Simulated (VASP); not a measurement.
Here is a VASP 6.6.1 calculation.

File INCAR:

```
PREC     = Accurate       # precision mode
ENCUT    = 600            # plane-wave cutoff, eV
EDIFF    = 1E-8           # SCF threshold, eV
ISMEAR   = 0              # smearing method
SIGMA    = 0.01           # smearing width, eV
LREAL    = False          # projectors in reciprocal space
LASPH    = True           # aspherical terms in the spheres
NELM     = 80             # most SCF steps
ALGO     = Normal         # electronic algorithm
ISIF     = 3              # what is computed and relaxed
LWAVE    = False          # write WAVECAR
LCHARG   = True           # write CHGCAR
GGA      = PS             # functional
IBRION   = 6              # ionic algorithm
NFREE    = 2            
POTIM    = 0.015          # step
NSW      = 1              # ionic steps
```

File KPOINTS:

```
Automatic mesh
0
Gamma
  7 7 5
```

Contents of POSCAR:

```
AlN
1.0
    3.1130000000      0.0000000000      0.0000000000
   -1.5565000000      2.6959370820      0.0000000000
    0.0000000000      0.0000000000      4.9810000000
Al N
2 2
Direct
    0.6666666667      0.3333333333      0.5000000000
    0.3333333333      0.6666666667      0.0000000000
    0.6666666667      0.3333333333      0.8800000000
    0.3333333333      0.6666666667      0.3800000000
```

Potentials or basis: VASP PAW PBE potentials, release 64 (Al, N).

Launch:

```console
$ cat potpaw_PBE.64/Al/POTCAR potpaw_PBE.64/N/POTCAR > POTCAR
$ mpirun -np 1 vasp_std > vasp.out
```

What does it give for the Voigt bulk modulus?

203 GPa.

Predict the highest phonon frequency at Γ, LO-TO splitting left out.

726 cm⁻¹.

Phonon frequencies in cm⁻¹ (negative: imaginary):
```csv
q point,frequencies
"(0.000, 0.000, 0.000)",0 0 0 233 233 551 627 649 649 659 659 726
```

Caveat: the PAW data sets were made with another functional, which shifts forces and pressure a little.
